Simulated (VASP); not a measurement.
Wanted: the native input for a VASP 6.6.1 run.

| Property | Result |
| --- | --- |
| Task | single point |
| Functional | PBEsol |
| Potentials or basis | VASP PAW PBE potentials, release 64 (Mo_sv, S) |
| Cutoff | 520 eV |
| k mesh | 10 × 10 × 1 |
| Occupations | fermi-dirac, width 0.05 eV |
| Spin | no spin polarisation |
| Dipole correction | no |
| Further INCAR settings | ALGO = Normal; EDIFF = 1e-06; NBANDS = 28 |

The structure of MoS lies in POSCAR:

```
MoS
1.0
    3.1841260822      0.0000000000      0.0000000000
   -1.5920630411      2.7575340760      0.0000000000
    0.0000000000      0.0000000000     32.3345999500
Mo S
2 2
Direct
    0.0000000000      0.0000000000      0.2319496766
    0.0000000000      0.0000000000      0.7680503234
    0.3333333300      0.6666666600      0.2799269210
    0.3333333300      0.6666666600      0.7200730790
```

One way to write it, as run:

INCAR

```
PREC = Accurate ; ENCUT = 520
EDIFF = 1E-6 ; ISMEAR = -1
SIGMA = 0.05 ; LREAL = F
LASPH = T ; NELM = 100
ALGO = Normal ; ISIF = 2
LWAVE = F ; LCHARG = T
GGA = PS ; LELF = T
LVHAR = T ; NBANDS = 28
```

KPOINTS

```
regular mesh
0
Gamma
  10 10 1
```

Potentials or basis: VASP PAW PBE potentials, release 64 (Mo_sv, S).

Command:

```sh
$ cat potpaw_PBE.64/Mo_sv/POTCAR potpaw_PBE.64/S/POTCAR > POTCAR
$ mpirun -np 1 vasp_std > vasp.out
```

It gave:

| Property | Result |
| --- | --- |
| Largest force | 1.211 eV/Å |
| Band gap on the k mesh | zero (band 20 reaches -1.43 eV, above the bottom of band 21 at -1.51 eV) |

Caveat: the PAW data sets were made with another functional, which shifts forces and pressure a little.

Run time: 96 s on 1 thread of Intel(R) Xeon(R) Platinum 8488C (Sapphire Rapids), on a shared host, peak memory 0.4 GiB.
